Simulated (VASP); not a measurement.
# BAs (F-43m) in VASP: notebook

BAs is run at these levels: PBEsol, r2SCAN, PBE, HSE06; tasks: relaxation of cell and atoms, single point.

Program: VASP 6.6.1. These are calculated values, not measurements. Logs are shortened: lines on timing, memory, paths and dates and some standing lists are left out, and cuts for length are marked.

## 1. The cell of the first run

Symmetry: F-43m, No. 216, cubic system. Conventional cell: a = 4.809 Å, b = 4.809 Å, c = 4.809 Å, α = 90.00°, β = 90.00°, γ = 90.00°. Within 2.8 Å of B (site symmetry -43m) lie 4 As at 2.08 Å. Within 2.8 Å of As (site symmetry -43m) lie 4 B at 2.08 Å.

## 2. Relaxation of cell and atoms, PBEsol

Input file INCAR:

```
ALGO     = Normal         # electronic algorithm
EDIFF    = 1E-6           # SCF threshold, eV
EDIFFG   = -0.005         # ionic threshold
ENCUT    = 600            # plane-wave cutoff, eV
GGA      = PS             # functional
IBRION   = 2              # ionic algorithm
ISIF     = 3              # what is computed and relaxed
ISMEAR   = -1             # smearing method
LASPH    = T              # aspherical terms in the spheres
LCHARG   = F              # write CHGCAR
LREAL    = F              # projectors in reciprocal space
LWAVE    = F              # write WAVECAR
NELM     = 60             # most SCF steps
NSW      = 80             # ionic steps
PREC     = Accurate       # precision mode
SIGMA    = 0.02           # smearing width, eV
```

Input file KPOINTS:

```
k-points
0
Gamma
  8 8 8
```

Input file POSCAR:

```
BAs
1.0
    0.0000000000      2.4044049119      2.4044049119
    2.4044049119      0.0000000000      2.4044049119
    2.4044049119      2.4044049119      0.0000000000
B As
1 1
Direct
    0.0000000000      0.0000000000      0.0000000000
    0.2500000000      0.2500000000      0.2500000000
```

Potentials or basis: VASP PAW PBE potentials, release 64 (B, As).

Started as:

```sh
$ cat potpaw_PBE.64/B/POTCAR potpaw_PBE.64/As/POTCAR > POTCAR
$ mpirun -np 1 vasp_std > vasp.out
```

OUTCAR:

```text
EDIFF = 1E-6
   EDIFFG = -0.005
   ENCUT = 600
   GGA = PS
   IBRION = 2
   ISIF = 3
   ISMEAR = -1
   LASPH = T
   LREAL = F
   NELM = 60
   NSW = 80
   PREC = Accurate

 ion  position               nearest neighbor table
   1  0.000  0.000  0.000-   2 2.08   2 2.08   2 2.08   2 2.08
   2  0.250  0.250  0.250-   1 2.08   1 2.08   1 2.08   1 2.08

  LATTYP: Found a face centered cubic cell.
 ALAT       =     4.8088098238

  Lattice vectors:

 A1 = (   0.0000000000,   2.4044049119,   2.4044049119)
 A2 = (   2.4044049119,   0.0000000000,   2.4044049119)
 A3 = (   2.4044049119,   2.4044049119,   0.0000000000)

Analysis of symmetry for initial positions (statically):
=====================================================================
 Subroutine PRICEL returns:
 Original cell was already a primitive cell.

 Routine SETGRP: Setting up the symmetry group for a
 face centered cubic supercell.

 Subroutine GETGRP returns: Found 24 space group operations
 (whereof 24 operations were pure point group operations)
 out of a pool of 48 trial point group operations.

The static configuration has the point symmetry T_d .

Analysis of symmetry for dynamics (positions and initial velocities):
=====================================================================
 Subroutine PRICEL returns:
 Original cell was already a primitive cell.

 Routine SETGRP: Setting up the symmetry group for a
 face centered cubic supercell.

 Subroutine GETGRP returns: Found 24 space group operations
 (whereof 24 operations were pure point group operations)
 out of a pool of 48 trial point group operations.

The dynamic configuration has the point symmetry T_d .

 Subroutine INISYM returns: Found 24 space group operations
 (whereof 24 operations are pure point group operations),
 and found     1 'primitive' translations

----------------------------------------------------------------------------------------

                                     Primitive cell

  volume of cell :      27.8005

  direct lattice vectors                    reciprocal lattice vectors
     0.000000000  2.404404912  2.404404912    -0.207951663  0.207951663  0.207951663
     2.404404912  0.000000000  2.404404912     0.207951663 -0.207951663  0.207951663
     2.404404912  2.404404912  0.000000000     0.207951663  0.207951663 -0.207951663

  length of vectors
     3.400342036  3.400342036  3.400342036     0.360182846  0.360182846  0.360182846

  position of ions in fractional coordinates (direct lattice)
     0.000000000  0.000000000  0.000000000
     0.250000000  0.250000000  0.250000000

  ion indices of the primitive-cell ions
   primitive index   ion index
                 1           1
                 2           2

----------------------------------------------------------------------------------------

 KPOINTS: k-points

Automatic generation of k-mesh.
 Grid dimensions read from file:
 generate k-points for:    8    8    8

 Generating k-lattice:

  Cartesian coordinates                     Fractional coordinates (reciprocal lattice)
    -0.025993958  0.025993958  0.025993958     0.125000000  0.000000000  0.000000000
     0.025993958 -0.025993958  0.025993958     0.000000000  0.125000000  0.000000000
     0.025993958  0.025993958 -0.025993958     0.000000000  0.000000000  0.125000000

  Length of vectors
     0.045022856  0.045022856  0.045022856

  Shift w.r.t. Gamma in fractional coordinates (k-lattice)
     0.000000000  0.000000000  0.000000000

 Subroutine IBZKPT returns following result:
 ===========================================

 Found     29 irreducible k-points:

 Following reciprocal coordinates:
            Coordinates               Weight
  0.000000  0.000000  0.000000      1.000000
  0.125000  0.000000  0.000000      8.000000
  0.250000  0.000000  0.000000      8.000000
  0.375000  0.000000  0.000000      8.000000
  0.500000  0.000000  0.000000      4.000000
  0.125000  0.125000  0.000000      6.000000
[... 16 lines left out ...]
  0.500000  0.250000  0.125000     48.000000
 -0.375000  0.250000  0.125000     24.000000
 [... further k-points ...]
   k-points           NKPTS =     29   k-points in BZ     NKDIM =     29   number of bands    NBANDS=      8
   number of dos      NEDOS =    301   number of ions     NIONS =      2
   total plane-waves  NPLWV =  21952
   dimension x,y,z NGX =    28 NGY =   28 NGZ =   28
   dimension x,y,z NGXF=    56 NGYF=   56 NGZF=   56
   ions per type =               1   1
   NGX,Y,Z   is equivalent  to a cutoff of  13.69, 13.69, 13.69 a.u.
   NGXF,Y,Z  is equivalent  to a cutoff of  27.38, 27.38, 27.38 a.u.
 SYSTEM =  unknown system
   PREC   = accura    normal or accurate (medium, high low for compatibility)
   ISTART =      0    job   : 0-new  1-cont  2-samecut
   ICHARG =      2    charge: 1-file 2-atom 10-const
   ISPIN  =      1    spin polarized calculation?
   LNONCOLLINEAR =      F non collinear calculations
   LSORBIT =      F    spin-orbit coupling
   LASPH  =      T    aspherical Exc in radial PAW
   ENCUT  =  600.0 eV  44.10 Ry    6.64 a.u.   6.79  6.79  6.79*2*pi/ulx,y,z
   NELM   =     60;   NELMIN=  2; NELMDL= -5     # of ELM steps
   EDIFF  = 0.1E-05   stopping-criterion for ELM
   LREAL  =      F    real-space projection
   EDIFFG = -.5E-02   stopping-criterion for IOM
   NSW    =     80    number of steps for IOM
   IBRION =      2    ionic relax: 0-MD 1-quasi-New 2-CG
   NFREE  =      1    steps in history (QN), initial steepest desc. (CG)
   ISIF   =      3    stress and relaxation
   ISYM   =      2    0-nonsym 1-usesym 2-fastsym
   POTIM  = 0.5000    time-step for ionic-motion
   TEBEG  =    0.0;   TEEND  =   0.0 temperature during run
   PSTRESS=    0.0 pullay stress
   NELECT =       8.0000    total number of electrons
   NUPDOWN=      -1.0000    fix difference up-down
   EMIN   =  10.00;   EMAX   =-10.00  energy-range for DOS
   EFERMI =   0.00;   METHOD = LEGACY
   ISMEAR =    -1;   SIGMA  =   0.02  broadening in eV -4-tet -1-fermi 0-gaus
   EFERMI_NEDOS =   21; number of points for ismear=-14 and -15
   IALGO  =     38    algorithm
   IMIX   =      4    mixing-type and parameters
     AMIX     =   0.40;   BMIX     =  1.00
     AMIX_MAG =   1.60;   BMIX_MAG =  1.00
  volume/ion in A,a.u.               =      13.90        93.80
  Fermi-wavevector in a.u.,A,eV,Ry     =   1.080821  2.042456 15.893981  1.168175
  Thomas-Fermi vector in A             =   2.216822
   LORBIT       =      0    0 simple, 1 ext, 2 COOP (PROOUT), +10 PAW based schemes
   GGA     = PS    functional components
   LHFCALC =     F    Hartree Fock is set to
   AEXX    =    0.0000 exact exchange contribution
   IVDW    =     0    specifies the selected vdW correction
   LEPSILON=     F    determine dielectric tensor
   LRPA    =     F    only Hartree local field effects (RPA)
 conjugate gradient relaxation of ions
 non-spin polarized calculation
  energy-cutoff  :      600.00
  volume of cell :       27.80
 maximum number of plane-waves:       941
   NGX = 13   NGY = 13   NGZ = 13

--------------------------------------- Ionic step        1  -------------------------------------------

 number of electron       8.0000000 magnetization

 Free energy of the ion-electron system (eV)
  ---------------------------------------------------
  ext. energy  EPLUGINS =         0.00000000
  ---------------------------------------------------
  free energy    TOTEN  =       -12.19805224 eV

  energy without entropy =      -12.19805224  energy(sigma->0) =      -12.19805224

------------------------ aborting loop because EDIFF is reached ----------------------------------------

  FORCE on cell =-STRESS in cart. coord.  units (eV):
  Direction    XX          YY          ZZ          XY          YZ          ZX
  --------------------------------------------------------------------------------------
  -------------------------------------------------------------------------------------
  Total       -0.4589395     -0.4589395     -0.4589395     -0.0000000      0.0000000     -0.0000000
  in kB      -26.4492394    -26.4492394    -26.4492394     -0.0000000      0.0000000     -0.0000000
  external PRESSURE =     -26.4492394 kB  Pullay stress =       0.0000000 kB
[... 57 lines left out ...]
  energy  without entropy=      -12.2002625300  energy(sigma->0) =      -12.20026253

--------------------------------------- Ionic step        3  -------------------------------------------

 number of electron       8.0000000 magnetization

 Free energy of the ion-electron system (eV)
  ---------------------------------------------------
  ext. energy  EPLUGINS =         0.00000000
  ---------------------------------------------------
  free energy    TOTEN  =       -12.20257865 eV

  energy without entropy =      -12.20257865  energy(sigma->0) =      -12.20257865

 E-fermi :   6.4499     XC(G=0): -10.7291

 val. band max:        6.0405328088   @ k =   0.0000   0.0000   0.0000
 cond. band min:       7.1331429819   @ k =   0.3750   0.3750   0.0000
 fundamental gap:      1.0926101731
 Fermi energy:         6.4498583575

 k-point     1 :       0.0000    0.0000    0.0000
  band No.  band energies     occupation
      1      -9.3932      2.00000
      2       6.0405      2.00000
      3       6.0405      2.00000
      4       6.0405      2.00000
      5       9.2796      0.00000
      6       9.2796      0.00000
      7       9.2796      0.00000
      8      10.7182      0.00000
[... 243 lines left out ...]
 k-point    24 :      -0.3750    0.2500    0.1250
  band No.  band energies     occupation
      1      -5.9370      2.00000
      2      -2.2768      2.00000
      3       1.4507      2.00000
      4       2.9419      2.00000
      5       9.9424      0.00000
      6      10.7295      0.00000
      7      13.4698      0.00000
      8      15.0086      0.00000

 [... further k-points ...]
[... 5 lines left out ...]
  --------------------------------------------------------------------------------------
  -------------------------------------------------------------------------------------
  Total        0.0004288      0.0004288      0.0004288     -0.0000000      0.0000000     -0.0000000
  in kB        0.0252018      0.0252018      0.0252018     -0.0000000      0.0000000     -0.0000000
  external PRESSURE =       0.0252018 kB  Pullay stress =       0.0000000 kB
[... 17 lines left out ...]
  FREE ENERGIE OF THE ION-ELECTRON SYSTEM (eV)
  ---------------------------------------------------
  free  energy   TOTEN  =       -12.2025786451 eV

  energy  without entropy=      -12.2025786451  energy(sigma->0) =      -12.20257865

 reached required accuracy - stopping structural energy minimisation
```

It took 9.3 s on 1 thread of Intel Xeon 6975P-C (Granite Rapids), shared host; peak memory 0.16 GiB.

What came out:

| Item | Value |
| --- | --- |
| Free energy | -12.2026 eV |
| Relaxed volume | 13.63 Å³/atom |
| Relaxed cell | a = 3.378 Å, b = 3.378 Å, c = 3.378 Å, α = 60.00°, β = 60.00°, γ = 60.00° |
| Space group after relaxing (to 0.05 Å) | F-43m (No. 216) |
| Energy gained by relaxing | 2.3 meV/atom |
| Ionic steps | 3 |
| Pressure after relaxing | 0.0 GPa |
| Band gap on the k mesh | 1.09 eV, indirect (least direct gap 3.24 eV) |

The path:
```tsv
step	energy change (eV)	largest force (eV/Å)	pressure (GPa)	volume (Å³)
1	0.0000	0.0000	-2.64	27.80
2	-0.0022	0.0000	2.01	26.89
3	-0.0045	0.0000	0.00	27.26
```

Final structure:
```
CELL_PARAMETERS angstrom
0.00000 2.38878 2.38878
2.38878 0.00000 2.38878
2.38878 2.38878 0.00000
ATOMIC_POSITIONS crystal
B 0.00000 0.00000 0.00000
As 0.25000 0.25000 0.25000
```

Caveat: the PAW data sets were made with another functional, which shifts forces and pressure a little. A k mesh can miss the band edges.

## 3. Relaxation of cell and atoms, r2SCAN

POSCAR is that of step 2.

Input file INCAR.step1:

```
PREC     = Accurate       # precision mode
ENCUT    = 600            # plane-wave cutoff, eV
ISMEAR   = -1             # smearing method
SIGMA    = 0.02           # smearing width, eV
LREAL    = F              # projectors in reciprocal space
LASPH    = T              # aspherical terms in the spheres
NELM     = 60             # most SCF steps
GGA      = PE             # functional
ALGO     = Normal         # electronic algorithm
EDIFF    = 1E-4           # SCF threshold, eV
LWAVE    = T              # write WAVECAR
LCHARG   = F              # write CHGCAR
```

Input file INCAR.step2:

```
PREC     = Accurate       # precision mode
ENCUT    = 600            # plane-wave cutoff, eV
EDIFF    = 1E-6           # SCF threshold, eV
ISMEAR   = -1             # smearing method
SIGMA    = 0.02           # smearing width, eV
LREAL    = F              # projectors in reciprocal space
LASPH    = T              # aspherical terms in the spheres
NELM     = 60             # most SCF steps
ALGO     = Normal         # electronic algorithm
ISIF     = 3              # what is computed and relaxed
LWAVE    = F              # write WAVECAR
LCHARG   = F              # write CHGCAR
METAGGA  = R2SCAN         # meta-GGA
LMIXTAU  = T            
IBRION   = 2              # ionic algorithm
NSW      = 80             # ionic steps
EDIFFG   = -0.005         # ionic threshold
ISTART   = 1
```

Input file KPOINTS:

```
regular mesh
0
Gamma
  8 8 8
```

Potentials or basis: VASP PAW PBE potentials, release 64 (B, As).

Started as:

```sh
$ cat potpaw_PBE.64/B/POTCAR potpaw_PBE.64/As/POTCAR > POTCAR
$ cp INCAR.step1 INCAR
$ mpirun -np 1 vasp_std > vasp.out
$ cp INCAR.step2 INCAR
$ mpirun -np 1 vasp_std > vasp.out
```

Wall time 42 s (1 thread of Intel Xeon 6975P-C (Granite Rapids), shared host); peak memory 0.17 GiB.

The run converged. Its results:

| Quantity | Value |
| --- | --- |
| Free energy | -22.2556 eV |
| Relaxed volume | 13.71 Å³/atom |
| Relaxed cell | a = 3.384 Å, b = 3.384 Å, c = 3.384 Å, α = 60.00°, β = 60.00°, γ = 60.00° |
| Space group after relaxing (to 0.05 Å) | F-43m (No. 216) |
| Energy gained by relaxing | 1.2 meV/atom |
| Ionic steps | 3 |
| Pressure after relaxing | 0.0 GPa |
| Band gap on the k mesh | 1.39 eV, indirect (least direct gap 3.44 eV) |

Step by step:
```tsv
step	energy change (eV)	largest force (eV/Å)	pressure (GPa)	volume (Å³)
1	0.0000	0.0000	-1.93	27.80
2	-0.0011	0.0000	1.51	27.13
3	-0.0024	0.0000	0.01	27.41
```

Final structure:
```yaml
crystal:
  lattice:
    - [0.00000, 2.39319, 2.39319]
    - [2.39319, 0.00000, 2.39319]
    - [2.39319, 2.39319, 0.00000]
  atoms:
    - { symbol: B, position: [0.00000, 0.00000, 0.00000] }
    - { symbol: As, position: [0.25000, 0.25000, 0.25000] }
```

Levels at points of the mesh, in eV from the valence-band top:
| k point | band 1 | band 2 | band 3 | band 4 | band 5 | band 6 | band 7 | band 8 |
| --- | --- | --- | --- | --- | --- | --- | --- | --- |
| (0.00, 0.00, 0.00) | -16.10 | 0.00 | 0.00 | 0.00 | 3.44 | 3.44 | 3.44 | 5.07 |
| (0.50, 0.00, 0.00) | -13.10 | -9.20 | -1.93 | -1.93 | 2.94 | 5.05 | 5.05 | 9.56 |
| (0.50, 0.50, 0.00) | -11.67 | -9.03 | -4.28 | -4.28 | 1.62 | 1.70 | 12.10 | 12.10 |

Caveat: the PAW data sets were made with another functional, which shifts forces and pressure a little.

[end of part 1 of 2]
